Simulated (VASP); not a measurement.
# Ni (Fm-3m) in VASP: further runs

Ni is run at these levels: LDA; tasks: single point.

All numbers are computed with VASP 6.6.1; they aren't measurements. Logs are shortened: lines on timing, memory, paths and dates and some standing lists are left out, and cuts for length are marked.

## Step 1: The cell of the first run

Symmetry: Fm-3m, No. 225, cubic system. Conventional cell: a = 2.951 Å, b = 2.951 Å, c = 2.951 Å, α = 90.00°, β = 90.00°, γ = 90.00°. Ni (site symmetry m-3m) has 12 Ni at 2.09 Å within 2.8 Å.

## Step 2: Single point, LDA, collinear spin, ferromagnetic start (volume scaled by 0.64)

INCAR reads:

```
PREC = Accurate
ENCUT = 520
EDIFF = 1E-6
ISMEAR = -1
SIGMA = 0.08
LREAL = False
LASPH = True
NELM = 150
ALGO = Normal
ISIF = 2
LWAVE = False
LCHARG = False
ISPIN = 2
MAGMOM = 1
LORBIT = 11
LMAXMIX = 4
NBANDS = 15
```

KPOINTS reads:

```
regular mesh
0
Gamma
  18 18 18
```

POSCAR reads:

```
Ni
1.0
    0.0000000000      1.4756668925      1.4756668925
    1.4756668925      0.0000000000      1.4756668925
    1.4756668925      1.4756668925      0.0000000000
Ni
1
Direct
    0.0000000000      0.0000000000      0.0000000000
```

Potentials or basis: VASP PAW LDA potentials, release 64 (Ni).

Command:

```
$ cat potpaw_LDA.64/Ni/POTCAR > POTCAR
$ mpirun -np 1 vasp_std > vasp.out
```

OUTCAR:

```text
PREC = Accurate
   ENCUT = 520
   EDIFF = 1E-6
   ISMEAR = -1
   LREAL = False
   LASPH = True
   NELM = 150
   ISIF = 2
   ISPIN = 2
   LORBIT = 11

 ion  position               nearest neighbor table
   1  0.000  0.000  0.000-

  LATTYP: Found a face centered cubic cell.
 ALAT       =     2.9513337850

  Lattice vectors:

 A1 = (   0.0000000000,   1.4756668925,   1.4756668925)
 A2 = (   1.4756668925,   0.0000000000,   1.4756668925)
 A3 = (   1.4756668925,   1.4756668925,   0.0000000000)

Analysis of symmetry for initial positions (statically):
=====================================================================
 Subroutine PRICEL returns:
 Original cell was already a primitive cell.

 Routine SETGRP: Setting up the symmetry group for a
 face centered cubic supercell.

 Subroutine GETGRP returns: Found 48 space group operations
 (whereof 48 operations were pure point group operations)
 out of a pool of 48 trial point group operations.

The static configuration has the point symmetry O_h .

Analysis of symmetry for dynamics (positions and initial velocities):
=====================================================================
 Subroutine PRICEL returns:
 Original cell was already a primitive cell.

 Routine SETGRP: Setting up the symmetry group for a
 face centered cubic supercell.

 Subroutine GETGRP returns: Found 48 space group operations
 (whereof 48 operations were pure point group operations)
 out of a pool of 48 trial point group operations.

The dynamic configuration has the point symmetry O_h .

Analysis of structural, dynamic, and magnetic symmetry:
=====================================================================
 Subroutine PRICEL returns:
 Original cell was already a primitive cell.

 Routine SETGRP: Setting up the symmetry group for a
 face centered cubic supercell.

 Subroutine GETGRP returns: Found 48 space group operations
 (whereof 48 operations were pure point group operations)
 out of a pool of 48 trial point group operations.

The overall configuration has the point symmetry O_h .

 Subroutine INISYM returns: Found 48 space group operations
 (whereof 48 operations are pure point group operations),
 and found     1 'primitive' translations

----------------------------------------------------------------------------------------

                                     Primitive cell

  volume of cell :       6.4268

  direct lattice vectors                    reciprocal lattice vectors
     0.000000000  1.475666893  1.475666893    -0.338829856  0.338829856  0.338829856
     1.475666893  0.000000000  1.475666893     0.338829856 -0.338829856  0.338829856
     1.475666893  1.475666893  0.000000000     0.338829856  0.338829856 -0.338829856

  length of vectors
     2.086908133  2.086908133  2.086908133     0.586870525  0.586870525  0.586870525

  position of ions in fractional coordinates (direct lattice)
     0.000000000  0.000000000  0.000000000

  ion indices of the primitive-cell ions
   primitive index   ion index
                 1           1

----------------------------------------------------------------------------------------

 KPOINTS: regular mesh

Automatic generation of k-mesh.
 Grid dimensions read from file:
 generate k-points for:   18   18   18

 Generating k-lattice:

  Cartesian coordinates                     Fractional coordinates (reciprocal lattice)
    -0.018823881  0.018823881  0.018823881     0.055555556  0.000000000  0.000000000
     0.018823881 -0.018823881  0.018823881     0.000000000  0.055555556  0.000000000
     0.018823881  0.018823881 -0.018823881     0.000000000  0.000000000  0.055555556

  Length of vectors
     0.032603918  0.032603918  0.032603918

  Shift w.r.t. Gamma in fractional coordinates (k-lattice)
     0.000000000  0.000000000  0.000000000

 Subroutine IBZKPT returns following result:
 ===========================================

 Found    195 irreducible k-points:

 Following reciprocal coordinates:
            Coordinates               Weight
  0.000000  0.000000  0.000000      1.000000
  0.055556  0.000000  0.000000      8.000000
  0.111111  0.000000  0.000000      8.000000
  0.166667  0.000000  0.000000      8.000000
  0.222222  0.000000  0.000000      8.000000
  0.277778  0.000000  0.000000      8.000000
[... 16 lines left out ...]
 -0.277778  0.055556  0.000000     24.000000
 -0.222222  0.055556  0.000000     24.000000
 [... further k-points ...]
   k-points           NKPTS =    195   k-points in BZ     NKDIM =    195   number of bands    NBANDS=     15
   number of dos      NEDOS =    301   number of ions     NIONS =      1
   total plane-waves  NPLWV =   4096
   dimension x,y,z NGX =    16 NGY =   16 NGZ =   16
   dimension x,y,z NGXF=    32 NGYF=   32 NGZF=   32
   ions per type =               1
   NGX,Y,Z   is equivalent  to a cutoff of  12.75, 12.75, 12.75 a.u.
   NGXF,Y,Z  is equivalent  to a cutoff of  25.49, 25.49, 25.49 a.u.
 SYSTEM =  unknown system
   PREC   = accura    normal or accurate (medium, high low for compatibility)
   ISTART =      0    job   : 0-new  1-cont  2-samecut
   ICHARG =      2    charge: 1-file 2-atom 10-const
   ISPIN  =      2    spin polarized calculation?
   LNONCOLLINEAR =      F non collinear calculations
   LSORBIT =      F    spin-orbit coupling
   LASPH  =      T    aspherical Exc in radial PAW
   ENCUT  =  520.0 eV  38.22 Ry    6.18 a.u.   3.88  3.88  3.88*2*pi/ulx,y,z
   NELM   =    150;   NELMIN=  2; NELMDL= -5     # of ELM steps
   EDIFF  = 0.1E-05   stopping-criterion for ELM
   LREAL  =      F    real-space projection
   EDIFFG = 0.1E-04   stopping-criterion for IOM
   NSW    =      0    number of steps for IOM
   IBRION =     -1    ionic relax: 0-MD 1-quasi-New 2-CG
   NFREE  =      0    steps in history (QN), initial steepest desc. (CG)
   ISIF   =      2    stress and relaxation
   ISYM   =      2    0-nonsym 1-usesym 2-fastsym
   POTIM  = 0.5000    time-step for ionic-motion
   TEBEG  =    0.0;   TEEND  =   0.0 temperature during run
   PSTRESS=    0.0 pullay stress
   NELECT =      10.0000    total number of electrons
   NUPDOWN=      -1.0000    fix difference up-down
   EMIN   =  10.00;   EMAX   =-10.00  energy-range for DOS
   EFERMI =   0.00;   METHOD = LEGACY
   ISMEAR =    -1;   SIGMA  =   0.08  broadening in eV -4-tet -1-fermi 0-gaus
   EFERMI_NEDOS =   21; number of points for ismear=-14 and -15
   IALGO  =     38    algorithm
   IMIX   =      4    mixing-type and parameters
     AMIX     =   0.40;   BMIX     =  1.00
     AMIX_MAG =   1.60;   BMIX_MAG =  1.00
  volume/ion in A,a.u.               =       6.43        43.37
  Fermi-wavevector in a.u.,A,eV,Ry     =   1.897040  3.584886 48.964115  3.598761
  Thomas-Fermi vector in A             =   2.936920
   LORBIT       =     11    0 simple, 1 ext, 2 COOP (PROOUT), +10 PAW based schemes
   GGA     = CA    functional components
   LHFCALC =     F    Hartree Fock is set to
   AEXX    =    0.0000 exact exchange contribution
   IVDW    =     0    specifies the selected vdW correction
   LEPSILON=     F    determine dielectric tensor
   LRPA    =     F    only Hartree local field effects (RPA)
 spin polarized calculation
  energy-cutoff  :      520.00
  volume of cell :        6.43
 maximum number of plane-waves:       190
   NGX =  7   NGY =  7   NGZ =  7

 number of electron      10.0000011 magnetization       0.0041416

 Free energy of the ion-electron system (eV)
  ---------------------------------------------------
  ext. energy  EPLUGINS =         0.00000000
  ---------------------------------------------------
  free energy    TOTEN  =        -4.19853311 eV

  energy without entropy =       -4.16446572  energy(sigma->0) =       -4.18149942

 E-fermi :  19.1469     XC(G=0): -17.0225

 val. band max:       19.1431963469   @ k =  -0.4444   0.3889   0.1111
 cond. band min:      19.1560495856   @ k =   0.5000   0.1111   0.0000
 fundamental gap:      0.0128532387
 Fermi energy:        19.1468972005

 spin component 1

 k-point     1 :       0.0000    0.0000    0.0000
  band No.  band energies     occupation
      1       5.9988      1.00000
      2      15.0200      1.00000
      3      15.0200      1.00000
      4      15.0200      1.00000
      5      17.4972      1.00000
      6      17.4972      1.00000
      7      46.7995      0.00000
      8      55.1346      0.00000
      9      55.1346      0.00000
     10      55.1346      0.00000
     11      61.7655      0.00000
     12      62.6466      0.00000
     13      62.6466      0.00000
     14      62.6466      0.00000
     15      64.3080      0.00000

 k-point     2 :       0.0556    0.0000    0.0000
  band No.  band energies     occupation
      1       6.1827      1.00000
      2      14.9409      1.00000
      3      15.0795      1.00000
      4      15.0795      1.00000
      5      17.4652      1.00000
      6      17.4652      1.00000
      7      46.7989      0.00000
      8      53.3448      0.00000
      9      55.1426      0.00000
     10      55.1426      0.00000
     11      61.9929      0.00000
     12      62.7166      0.00000
     13      62.7166      0.00000
     14      63.4368      0.00000
     15      65.0887      0.00000
[... 365 lines left out ...]
      3      15.2807      1.00000
      4      15.4158      1.00000
      5      17.6730      1.00000
      6      18.4798      0.99976
      7      37.6852      0.00000
      8      46.5754      0.00000
      9      52.9362      0.00000
     10      57.4706      0.00000
     11      58.4882      0.00000
     12      59.4325      0.00000
     13      63.4775      0.00000
     14      65.6261      0.00000
     15      72.4916      0.00000

 k-point    24 :      -0.2222    0.0556    0.0000
  band No.  band energies     occupation
      1       9.0522      1.00000
      2      14.1695      1.00000
      3      15.4401      1.00000
      4      15.5541      1.00000
      5      17.2598      1.00000
      6      18.0128      1.00000
      7      40.8088      0.00000
      8      47.2822      0.00000
      9      53.4635      0.00000
     10      57.1907      0.00000
     11      59.0238      0.00000
     12      60.4714      0.00000
     13      63.5682      0.00000
     14      65.2419      0.00000
     15      70.5465      0.00000

 [... further k-points ...]

 spin component 2

 k-point     1 :       0.0000    0.0000    0.0000
  band No.  band energies     occupation
      1       5.9994      1.00000
      2      15.0243      1.00000
      3      15.0243      1.00000
      4      15.0243      1.00000
      5      17.5011      1.00000
      6      17.5011      1.00000
      7      46.7999      0.00000
      8      55.1350      0.00000
      9      55.1350      0.00000
     10      55.1350      0.00000
     11      61.7684      0.00000
     12      62.6482      0.00000
     13      62.6482      0.00000
     14      62.6482      0.00000
     15      64.3158      0.00000

 k-point     2 :       0.0556    0.0000    0.0000
  band No.  band energies     occupation
      1       6.1834      1.00000
      2      14.9452      1.00000
      3      15.0838      1.00000
      4      15.0838      1.00000
      5      17.4692      1.00000
      6      17.4692      1.00000
      7      46.7994      0.00000
      8      53.3453      0.00000
      9      55.1432      0.00000
     10      55.1432      0.00000
     11      61.9951      0.00000
     12      62.7182      0.00000
     13      62.7182      0.00000
     14      63.4440      0.00000
     15      65.0915      0.00000
[... 365 lines left out ...]
      3      15.2846      1.00000
      4      15.4198      1.00000
      5      17.6774      1.00000
      6      18.4841      0.99975
      7      37.6872      0.00000
      8      46.5760      0.00000
      9      52.9375      0.00000
     10      57.4718      0.00000
     11      58.4894      0.00000
     12      59.4337      0.00000
     13      63.4867      0.00000
     14      65.6279      0.00000
     15      72.4932      0.00000

 k-point    24 :      -0.2222    0.0556    0.0000
  band No.  band energies     occupation
      1       9.0531      1.00000
      2      14.1732      1.00000
      3      15.4442      1.00000
      4      15.5583      1.00000
      5      17.2639      1.00000
      6      18.0170      1.00000
      7      40.8105      0.00000
      8      47.2828      0.00000
      9      53.4647      0.00000
     10      57.1917      0.00000
     11      59.0248      0.00000
     12      60.4727      0.00000
     13      63.5781      0.00000
     14      65.2430      0.00000
     15      70.5482      0.00000

 [... further k-points ...]

------------------------ aborting loop because EDIFF is reached ----------------------------------------

  FORCE on cell =-STRESS in cart. coord.  units (eV):
  Direction    XX          YY          ZZ          XY          YZ          ZX
  --------------------------------------------------------------------------------------
  -------------------------------------------------------------------------------------
  Total       13.0458605     13.0458605     13.0458605     -0.0000000     -0.0000000      0.0000000
  in kB     3252.2828921   3252.2828921   3252.2828921     -0.0000000     -0.0000000      0.0000000
  external PRESSURE =    3252.2828921 kB  Pullay stress =       0.0000000 kB

 VOLUME and BASIS-vectors are now :
 -----------------------------------------------------------------------------
  energy-cutoff  :      520.00
  volume of cell :        6.43
      direct lattice vectors                 reciprocal lattice vectors
     0.000000000  1.475666893  1.475666893    -0.338829856  0.338829856  0.338829856
     1.475666893  0.000000000  1.475666893     0.338829856 -0.338829856  0.338829856
     1.475666893  1.475666893  0.000000000     0.338829856  0.338829856 -0.338829856

 POSITION                                       TOTAL-FORCE (eV/Angst)
 -----------------------------------------------------------------------------------
      0.00000      0.00000      0.00000         0.000000      0.000000      0.000000
 -----------------------------------------------------------------------------------
    total drift:                                0.000000     -0.000000      0.000000

  FREE ENERGIE OF THE ION-ELECTRON SYSTEM (eV)
  ---------------------------------------------------
  free  energy   TOTEN  =        -4.1985331073 eV

  energy  without entropy=       -4.1644657239  energy(sigma->0) =       -4.18149942

 total charge

# of ion       s       p       d       tot
------------------------------------------
    1        0.815   1.191   8.899  10.905

 magnetization (x)

# of ion       s       p       d       tot
------------------------------------------
    1       -0.000  -0.000   0.004   0.004
```

Wall time 23 s (1 thread of AMD EPYC 9R45 (Zen 5), shared host); peak memory 0.11 GiB.

What came out:

| Property | Result |
| --- | --- |
| Free energy | -4.1985 eV |
| Pressure | 325.2 GPa |
| Band gap on the k mesh | zero (filled and empty bands overlap) |
| Net moment | 0.00 μB per cell |

Levels at points of the mesh, in eV from the Fermi level:
Spin up:
| k point | band 1 | band 2 | band 3 | band 4 | band 5 | band 6 | band 7 | band 8 | band 9 | band 10 |
| --- | --- | --- | --- | --- | --- | --- | --- | --- | --- | --- |
| (0.00, 0.00, 0.00) | -13.15 | -4.13 | -4.13 | -4.13 | -1.65 | -1.65 | 27.65 | 35.99 | 35.99 | 35.99 |
| (0.50, 0.00, 0.00) | -8.68 | -4.27 | -4.27 | -1.10 | -0.02 | -0.02 | 11.07 | 25.95 | 34.89 | 34.89 |
| (0.50, 0.50, 0.00) | -9.16 | -8.10 | -0.03 | 0.39 | 0.39 | 3.27 | 15.34 | 20.50 | 20.50 | 28.33 |
Spin down:
```tsv
k point	band 3	band 4	band 5	band 6	band 7	band 8
(0.00, 0.00, 0.00)	-4.12	-4.12	-1.65	-1.65	27.65	35.99
(0.50, 0.00, 0.00)	-4.26	-1.10	-0.01	-0.01	11.07	25.95
(0.50, 0.50, 0.00)	-0.03	0.40	0.40	3.27	15.34	20.50
```

(Part 1 of 2 ends here.)
